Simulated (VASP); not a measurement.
**Ni: single point with PBEsol**

The system is Ni.

```
Ni
1.0
     2.44802    0.00000    0.00000
    -1.22401    2.12005    0.00000
     0.00000    0.00000    4.07281
Ni
2
Direct
  0.33333 0.66667 0.25000
  0.66667 0.33333 0.75000
```

This isn't the form of Ni at room conditions, which is fcc.

```json
{"Program": "VASP 6.6.1", "Task": "single point", "Functional": "PBEsol", "Potentials or basis": "VASP PAW PBE potentials, release 64 (Ni)", "Cutoff": "520 eV", "k mesh": "14 × 14 × 8", "Occupations": "gaussian, width 0.25 eV", "Spin": "collinear spin, ferromagnetic start", "Starting moments": "[1.5, 1.5] μB", "Dipole correction": "no", "Further INCAR settings": "ALGO = Normal; EDIFF = 1e-07; NBANDS = 21"}
```

```
Pressure                                              : -2.9 GPa
Net moment                                            : 1.21 μB per cell
Site moments                                          : Ni +0.61 μB
Valence electrons inside the program's atomic spheres : Ni 9.37
```

Stress tensor (GPa, compression positive):
```
-1.54  0.00  0.00
 0.00 -1.54  0.00
 0.00  0.00 -5.50
```

Levels at points of the mesh, in eV from the Fermi level:
Spin up:
| k point | band 9 | band 10 | band 11 | band 12 | band 13 | band 14 |
| --- | --- | --- | --- | --- | --- | --- |
| (0.00, 0.00, 0.00) | -1.62 | -0.68 | -0.68 | -0.60 | 5.60 | 23.05 |
| (0.50, 0.00, 0.00) | -0.52 | -0.42 | 1.23 | 3.18 | 9.39 | 9.95 |
| (0.00, 0.00, 0.50) | -0.98 | -0.98 | -0.98 | -0.98 | 14.19 | 14.19 |
| (0.50, 0.00, 0.50) | -0.47 | -0.47 | 1.45 | 1.45 | 7.02 | 7.02 |
Spin down:
```
           k point  band 6  band 7  band 8  band 9  band 10  band 11  band 12  band 13
(0.00, 0.00, 0.00)   -1.47   -1.47   -0.97   -0.97    -0.62     0.00     0.00     5.99
(0.50, 0.00, 0.00)   -1.78   -1.48    0.18    0.18     0.31     1.69     3.54     9.52
(0.00, 0.00, 0.50)   -1.78   -1.78   -1.78   -0.30    -0.30    -0.30    -0.30    14.35
(0.50, 0.00, 0.50)   -0.91   -0.41   -0.41    0.26     0.26     1.62     1.62     7.35
```

Run time: 2.3 min on 1 thread of Intel Xeon 8259CL (shared host), peak memory 0.19 GiB.

Caveat: the PAW data sets were made with another functional, which shifts forces and pressure a little.
